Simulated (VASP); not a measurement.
# Zr2Ni3S2 (P1) in VASP: single point with r2SCAN+U

Aim: the single point of Zr2Ni3S2 with r2SCAN+U.

Program: VASP 6.6.1. These are calculated values, not measurements. Logs are shortened: lines on timing, memory, paths and dates and some standing lists are left out, and cuts for length are marked.

## Step 1: The cell of the first run

The typed cell holds 7 atoms: a = 5.029 Å, b = 5.053 Å, c = 5.171 Å, α = 118.30°, β = 118.98°, γ = 62.72°.

## Step 2: Single point, r2SCAN+U, collinear spin, zero start

Input file POSCAR:

```
Zr2Ni3S2
1.0
    2.6114270000      4.2975770000     -0.0332310000
   -2.6352800000      4.3113480000      0.0003100000
   -0.0204860000     -2.8857560000      4.2907250000
Ni S Zr
3 2 2
Direct
    0.0026370000      0.0071040000      0.5032020000
    0.5191240000      0.9995280000      0.5060860000
    0.0000180000      0.5047650000      0.4992720000
    0.2765030000      0.2733590000      0.8366230000
    0.7260860000      0.7078400000      0.1560560000
    0.4963860000      0.4949800000      0.4900990000
    0.0007010000      0.9903680000      0.9998630000
```

Input file INCAR.step1:

```
PREC = Accurate ; ENCUT = 660
ISMEAR = 0 ; SIGMA = 0.0597
LREAL = F ; LASPH = T
NELM = 200 ; ISPIN = 2
MAGMOM = 0 0 0 0 0 0 0 ; LMAXMIX = 4
LDAU = T ; LDAUTYPE = 2
LDAUL = 2 -1 -1 ; LDAUU = 4.27 0 0
LDAUJ = 0 0 0 ; NBANDS = 46
GGA = PE ; ALGO = Normal
EDIFF = 1E-5 ; LWAVE = T
LCHARG = F ; GGA_COMPAT = F
KPAR = 4
```

Input file INCAR.step2:

```
PREC = Accurate ; ENCUT = 660
EDIFF = 1E-6 ; ISMEAR = 0
SIGMA = 0.0597 ; LREAL = F
LASPH = T ; NELM = 200
ALGO = Normal ; ISIF = 2
LWAVE = F ; LCHARG = F
ISPIN = 2 ; MAGMOM = 0 0 0 0 0 0 0
LORBIT = 11 ; LMAXMIX = 4
LDAU = T ; LDAUTYPE = 2
LDAUL = 2 -1 -1 ; LDAUU = 4.27 0 0
LDAUJ = 0 0 0 ; LDAUPRINT = 1
METAGGA = R2SCAN ; LMIXTAU = T
NBANDS = 46 ; ISTART = 1
GGA_COMPAT = F ; KPAR = 4
```

Input file KPOINTS:

```
Automatic mesh
0
Gamma
  4 4 4
  0 0 0.5
```

Potentials or basis: VASP PAW PBE potentials, release 64 (Ni, S, Zr_sv).

Command:

```bash
$ cat potpaw_PBE.64/Ni/POTCAR potpaw_PBE.64/S/POTCAR potpaw_PBE.64/Zr_sv/POTCAR > POTCAR
$ cp INCAR.step1 INCAR
$ mpirun -np 4 vasp_std > vasp.out
$ cp INCAR.step2 INCAR
$ mpirun -np 4 vasp_std > vasp.out
```

OUTCAR:

```text
PREC = Accurate
   ENCUT = 660
   EDIFF = 1E-6
   ISMEAR = 0
   LREAL = F
   LASPH = T
   NELM = 200
   ISIF = 2
   ISPIN = 2
   LORBIT = 11
   METAGGA = R2SCAN
   ISTART = 1

 ion  position               nearest neighbor table
   1  0.003  0.007  0.503-   4 1.97   5 2.09   2 2.46   3 2.52   3 2.53   7 2.56   2 2.57   6 2.61
                             7 2.61   6 2.64
   2  0.519  1.000  0.506-   5 2.10   4 2.13   1 2.46   6 2.49   7 2.53   3 2.56   6 2.56   1 2.57
                             7 2.65   3 2.69
   3  0.000  0.505  0.499-   5 2.04   4 2.11   6 2.50   1 2.52   6 2.53   1 2.53   2 2.56   7 2.59
                             7 2.66   2 2.69
   4  0.277  0.273  0.837-   1 1.97   3 2.11   2 2.13   6 2.80   7 2.96   7 3.06   7 3.07   6 3.26
                             6 3.30   6 3.34
   5  0.726  0.708  0.156-   3 2.04   1 2.09   2 2.10   6 2.85   7 2.93   7 3.07   7 3.08   6 3.21
                             6 3.26
   6  0.496  0.495  0.490-   2 2.49   3 2.50   3 2.53   2 2.56   1 2.61   1 2.64   4 2.80   5 2.85
                             5 3.21   5 3.26   4 3.26   4 3.30   4 3.34   7 3.57   7 3.57   7 3.62
   7  0.001  0.990  1.000-   2 2.53   1 2.56   3 2.59   1 2.61   2 2.65   3 2.66   5 2.93   4 2.96
                             4 3.06   4 3.07   5 3.07   5 3.08   6 3.57   6 3.57   6 3.62   6 3.68

  LATTYP: Found a triclinic cell.
 ALAT       =     5.1800066565
 B/A-ratio  =     1.4165743768
 C/A-ratio  =     1.0123327613
 COS(alpha) =     0.0066156419
 COS(beta)  =     0.4933406603
 COS(gamma) =     0.7253884799

  Lattice vectors:

 A1 = (  -2.5909410000,  -1.4118210000,  -4.2574940000)
 A2 = (  -5.2262210000,   2.8995270000,  -4.2571840000)
 A3 = (   2.6557660000,  -1.4255920000,  -4.2910350000)

Analysis of symmetry for initial positions (statically):
=====================================================================
 Subroutine PRICEL returns:
 Original cell was already a primitive cell.

 Routine SETGRP: Setting up the symmetry group for a
 triclinic supercell.

 Subroutine GETGRP returns: Found  1 space group operations
 (whereof  1 operations were pure point group operations)
 out of a pool of  2 trial point group operations.

The static configuration has the point symmetry C_1 .

Analysis of symmetry for dynamics (positions and initial velocities):
=====================================================================
 Subroutine PRICEL returns:
 Original cell was already a primitive cell.

 Routine SETGRP: Setting up the symmetry group for a
 triclinic supercell.

 Subroutine GETGRP returns: Found  1 space group operations
 (whereof  1 operations were pure point group operations)
 out of a pool of  2 trial point group operations.

The dynamic configuration has the point symmetry C_1 .

Analysis of structural, dynamic, and magnetic symmetry:
=====================================================================
 Subroutine PRICEL returns:
 Original cell was already a primitive cell.

 Routine SETGRP: Setting up the symmetry group for a
 triclinic supercell.

 Subroutine GETGRP returns: Found  1 space group operations
 (whereof  1 operations were pure point group operations)
 out of a pool of  2 trial point group operations.

The overall configuration has the point symmetry C_1 .

 Subroutine INISYM returns: Found  1 space group operations
 (whereof  1 operations are pure point group operations),
 and found     1 'primitive' translations

----------------------------------------------------------------------------------------

                                     Primitive cell

  volume of cell :      96.6488

  direct lattice vectors                    reciprocal lattice vectors
     2.611427000  4.297577000 -0.033231000     0.191411666  0.116993260  0.079598497
    -2.635280000  4.311348000  0.000310000    -0.189798829  0.115927328  0.077061514
    -0.020486000 -2.885756000  4.290725000     0.001496166  0.000897719  0.233671757

  length of vectors
     5.028898820  5.052961741  5.170911756     0.238037328  0.235374633  0.233678271

  position of ions in fractional coordinates (direct lattice)
     0.002637000  0.007104000  0.503202000
     0.519124000  0.999528000  0.506086000
     0.000018000  0.504765000  0.499272000
     0.276503000  0.273359000  0.836623000
[... 72 lines left out ...]
   ions per type =               3   2   2
   NGX,Y,Z   is equivalent  to a cutoff of  13.88, 13.82, 15.43 a.u.
   NGXF,Y,Z  is equivalent  to a cutoff of  27.77, 27.64, 30.86 a.u.
 SYSTEM =  unknown system
   PREC   = accura    normal or accurate (medium, high low for compatibility)
   ISTART =      1    job   : 0-new  1-cont  2-samecut
   ICHARG =      0    charge: 1-file 2-atom 10-const
   ISPIN  =      2    spin polarized calculation?
   LNONCOLLINEAR =      F non collinear calculations
   LSORBIT =      F    spin-orbit coupling
   LASPH  =      T    aspherical Exc in radial PAW
   ENCUT  =  660.0 eV  48.51 Ry    6.96 a.u.  10.53 10.58 10.83*2*pi/ulx,y,z
   NELM   =    200;   NELMIN=  2; NELMDL=  0     # of ELM steps
   EDIFF  = 0.1E-05   stopping-criterion for ELM
   LREAL  =      F    real-space projection
   EDIFFG = 0.1E-04   stopping-criterion for IOM
   NSW    =      0    number of steps for IOM
   IBRION =     -1    ionic relax: 0-MD 1-quasi-New 2-CG
   NFREE  =      0    steps in history (QN), initial steepest desc. (CG)
   ISIF   =      2    stress and relaxation
   ISYM   =      2    0-nonsym 1-usesym 2-fastsym
   POTIM  = 0.5000    time-step for ionic-motion
   TEBEG  =    0.0;   TEEND  =   0.0 temperature during run
   PSTRESS=    0.0 pullay stress
   NELECT =      66.0000    total number of electrons
   NUPDOWN=      -1.0000    fix difference up-down
   EMIN   =  10.00;   EMAX   =-10.00  energy-range for DOS
   EFERMI =   0.00;   METHOD = LEGACY
   ISMEAR =     0;   SIGMA  =   0.06  broadening in eV -4-tet -1-fermi 0-gaus
   EFERMI_NEDOS =   21; number of points for ismear=-14 and -15
   IALGO  =     38    algorithm
   IMIX   =      4    mixing-type and parameters
     AMIX     =   0.40;   BMIX     =  1.00
     AMIX_MAG =   1.60;   BMIX_MAG =  1.00
  volume/ion in A,a.u.               =      13.81        93.17
  Fermi-wavevector in a.u.,A,eV,Ry     =   1.441642  2.724308 28.277410  2.078331
  Thomas-Fermi vector in A             =   2.560251
   LORBIT       =     11    0 simple, 1 ext, 2 COOP (PROOUT), +10 PAW based schemes
 LDA+U is selected, type is set to LDAUTYPE =  2
   angular momentum for each species LDAUL =     2   -1   -1
   U (eV)           for each species LDAUU =   4.3  0.0  0.0
   J (eV)           for each species LDAUJ =   0.0  0.0  0.0
   METAGGA = R2SCAN    functional components
   LHFCALC =     F    Hartree Fock is set to
   AEXX    =    0.0000 exact exchange contribution
   IVDW    =     0    specifies the selected vdW correction
   LEPSILON=     F    determine dielectric tensor
   LRPA    =     F    only Hartree local field effects (RPA)
 spin polarized calculation
 Gauss-broadening in eV      SIGMA  =   0.06
  energy-cutoff  :      660.00
  volume of cell :       96.65
 maximum number of plane-waves:      3742
   NGX = 21   NGY = 21   NGZ = 21

atom =   1  type =  1  l = 2

 onsite density matrix

spin component  1
[... 83 lines left out ...]
  o =  0.8166  v =  0.0000  0.0000  0.0000  0.0000  0.0000 -0.3655 -0.3994  0.2607  0.7743  0.1983      0.0000  0.0000  0.0000  0.0000  0.0000  0.0000  0.0000  0.0000  0.0000  0.0000
  o =  0.8166  v = -0.3655 -0.3994  0.2607  0.7743  0.1984  0.0000  0.0000  0.0000  0.0000  0.0000      0.0000  0.0000  0.0000  0.0000  0.0000  0.0000  0.0000  0.0000  0.0000  0.0000
  o =  0.8927  v =  0.0000  0.0000  0.0000  0.0000  0.0000  0.6776 -0.2453 -0.4535  0.4248 -0.3075      0.0000  0.0000  0.0000  0.0000  0.0000  0.0000  0.0000  0.0000  0.0000  0.0000
  o =  0.8927  v =  0.6774 -0.2450 -0.4536  0.4250 -0.3077  0.0000  0.0000  0.0000  0.0000  0.0000      0.0000  0.0000  0.0000  0.0000  0.0000  0.0000  0.0000  0.0000  0.0000  0.0000
  o =  0.8978  v =  0.0000  0.0000  0.0000  0.0000  0.0000  0.3434 -0.7209  0.3035 -0.3977  0.3348      0.0000  0.0000  0.0000  0.0000  0.0000  0.0000  0.0000  0.0000  0.0000  0.0000
  o =  0.8978  v =  0.3434 -0.7213  0.3035 -0.3977  0.3337  0.0000  0.0000  0.0000  0.0000  0.0000      0.0000  0.0000  0.0000  0.0000  0.0000  0.0000  0.0000  0.0000  0.0000  0.0000
  o =  0.9125  v =  0.0000  0.0000  0.0000  0.0000  0.0000  0.5070  0.5070  0.3321  0.2452  0.5617      0.0000  0.0000  0.0000  0.0000  0.0000  0.0000  0.0000  0.0000  0.0000  0.0000
  o =  0.9125  v =  0.5074  0.5064  0.3328  0.2449  0.5616  0.0000  0.0000  0.0000  0.0000  0.0000      0.0000  0.0000  0.0000  0.0000  0.0000  0.0000  0.0000  0.0000  0.0000  0.0000
  o =  0.9191  v =  0.0000  0.0000  0.0000  0.0000  0.0000 -0.1796 -0.0598 -0.7239 -0.0415  0.6622      0.0000  0.0000  0.0000  0.0000  0.0000  0.0000  0.0000  0.0000  0.0000  0.0000
  o =  0.9191  v = -0.1790 -0.0601 -0.7234 -0.0417  0.6628  0.0000  0.0000  0.0000  0.0000  0.0000      0.0000  0.0000  0.0000  0.0000  0.0000  0.0000  0.0000  0.0000  0.0000  0.0000

 number of electron      65.9999996 magnetization       0.0004017

 Free energy of the ion-electron system (eV)
  ---------------------------------------------------
  ext. energy  EPLUGINS =         0.00000000
  ---------------------------------------------------
  free energy    TOTEN  =       -93.92711499 eV

  energy without entropy =      -93.91921102  energy(sigma->0) =      -93.92316300

 E-fermi :  11.1257     XC(G=0): -13.1352

 val. band max:       11.1188370727   @ k =   0.0000  -0.0000   0.1250
 cond. band min:      11.1499833574   @ k =   0.5000   0.5000   0.3750
 fundamental gap:      0.0311462846
 Fermi energy:        11.1257190643

 spin component 1

 k-point     1 :       0.0000   -0.0000    0.1250
  band No.  band energies     occupation
      1     -40.1689      1.00000
      2     -40.1397      1.00000
      3     -17.6367      1.00000
      4     -17.6222      1.00000
      5     -17.6184      1.00000
      6     -17.4986      1.00000
[... 2297 lines left out ...]
     44      15.7430      0.00000
     45      16.6888      0.00000

 [... further k-points ...]

 [bands above 45 left out]

------------------------ aborting loop because EDIFF is reached ----------------------------------------

  FORCE on cell =-STRESS in cart. coord.  units (eV):
  Direction    XX          YY          ZZ          XY          YZ          ZX
  --------------------------------------------------------------------------------------
  -------------------------------------------------------------------------------------
  Total        5.5998603     10.2792873      8.4176565     -0.1521615      1.6873362      1.0341420
  in kB       92.8306556    170.4029971    139.5421545     -2.5224295     27.9715058     17.1432989
  external PRESSURE =     134.2586024 kB  Pullay stress =       0.0000000 kB

 VOLUME and BASIS-vectors are now :
 -----------------------------------------------------------------------------
  energy-cutoff  :      660.00
  volume of cell :       96.65
      direct lattice vectors                 reciprocal lattice vectors
     2.611427000  4.297577000 -0.033231000     0.191411666  0.116993260  0.079598497
    -2.635280000  4.311348000  0.000310000    -0.189798829  0.115927328  0.077061514
    -0.020486000 -2.885756000  4.290725000     0.001496166  0.000897719  0.233671757

 POSITION                                       TOTAL-FORCE (eV/Angst)
 -----------------------------------------------------------------------------------
     -0.02214     -1.41016      2.15902         0.131883     -0.906843     -0.768228
     -1.28875      5.07985      2.15453        -0.342459     -0.474099     -0.019833
     -1.34038      0.73552      2.14239         0.433744     -0.314275      0.286063
     -0.01545     -0.04745      3.58062         0.200024      1.223255      2.446955
      0.02757      5.72182      0.64568        -0.455388      0.128804     -2.004515
     -0.01818      2.85298      2.08654        -0.099579      0.144041     -0.095720
     -2.62855      1.38747      4.29042         0.131775      0.199117      0.155279
 -----------------------------------------------------------------------------------
    total drift:                                0.000568     -0.000284      0.001286

  FREE ENERGIE OF THE ION-ELECTRON SYSTEM (eV)
  ---------------------------------------------------
  free  energy   TOTEN  =       -93.9271149926 eV

  energy  without entropy=      -93.9192110155  energy(sigma->0) =      -93.92316300

 total charge

# of ion       s       p       d       tot
------------------------------------------
    1        0.590   0.747   8.864  10.200
    2        0.562   0.676   8.811  10.050
    3        0.577   0.707   8.835  10.119
    4        1.303   2.424   0.000   3.727
    5        1.303   2.419   0.000   3.723
    6        2.186   5.986   1.628   9.800
    7        2.174   5.987   1.585   9.746
--------------------------------------------------
tot          8.694  18.945  29.724  57.363

 magnetization (x)

# of ion       s       p       d       tot
------------------------------------------
    1        0.000  -0.000   0.000   0.000
    2        0.000   0.000   0.000   0.000
    3        0.000   0.000   0.000   0.000
    4       -0.000  -0.000   0.000  -0.000
    5       -0.000  -0.000   0.000  -0.000
    6        0.000   0.000   0.000   0.000
    7        0.000   0.000   0.000   0.000
--------------------------------------------------
tot          0.000  -0.000   0.000   0.000
```

Wall time 5.7 min (4 MPI ranks of Intel Xeon Platinum 8488C (Sapphire Rapids), shared host); peak memory 0.57 GiB.

Results:

```
Free energy                                           : -93.9271 eV
Pressure                                              : 13.4 GPa
Largest force                                         : 2.743 eV/Å
Band gap on the k mesh                                : zero (filled and empty bands overlap)
Net moment                                            : 0.00 μB per cell
Valence electrons inside the program's atomic spheres : Ni 10.20, 10.05, 10.12; S 3.73, 3.72; Zr 9.80, 9.75
```

Forces on the atoms (eV/Å):
```
Ni   0.132 -0.907 -0.768
Ni  -0.342 -0.474 -0.020
Ni   0.434 -0.314  0.286
S    0.200  1.223  2.447
S   -0.455  0.129 -2.005
Zr  -0.100  0.144 -0.096
Zr   0.132  0.199  0.155
```

Stress tensor (GPa, compression positive):
```
 9.28 -0.25  1.71
-0.25 17.04  2.80
 1.71  2.80 13.95
```

Levels at points of the mesh, in eV from the Fermi level:
Spin up:
| k point | band 29 | band 30 | band 31 | band 32 | band 33 | band 34 | band 35 | band 36 | band 37 | band 38 |
| --- | --- | --- | --- | --- | --- | --- | --- | --- | --- | --- |
| (0.00, 0.00, 0.12) | -1.95 | -1.53 | -1.41 | -0.20 | -0.01 | 0.12 | 0.70 | 1.06 | 2.11 | 2.65 |
Spin down:
| k point | band 29 | band 30 | band 31 | band 32 | band 33 | band 34 | band 35 | band 36 | band 37 | band 38 |
| --- | --- | --- | --- | --- | --- | --- | --- | --- | --- | --- |
| (0.00, 0.00, 0.12) | -1.95 | -1.53 | -1.41 | -0.20 | -0.01 | 0.12 | 0.70 | 1.06 | 2.11 | 2.65 |

Eigenvalues of the final occupation matrices:
```csv
site,spin,trace,eigenvalues
site 1 d,1,4.45,0.82 0.89 0.90 0.92 0.92
site 1 d,2,4.45,0.82 0.89 0.90 0.92 0.92
site 2 d,1,4.43,0.81 0.89 0.90 0.91 0.92
site 2 d,2,4.43,0.81 0.89 0.90 0.91 0.92
site 3 d,1,4.44,0.82 0.89 0.90 0.91 0.92
site 3 d,2,4.44,0.82 0.89 0.90 0.91 0.92
```

Caveat: the k points lie up to 0.37 Å⁻¹ apart, too coarse for converged energies and pressures of a metal; no moment was typed at the start, so none could form; the PAW data sets were made with another functional, which shifts forces and pressure a little.

The gap in the log of VASP goes by the Fermi energy; the results here count the filled bands.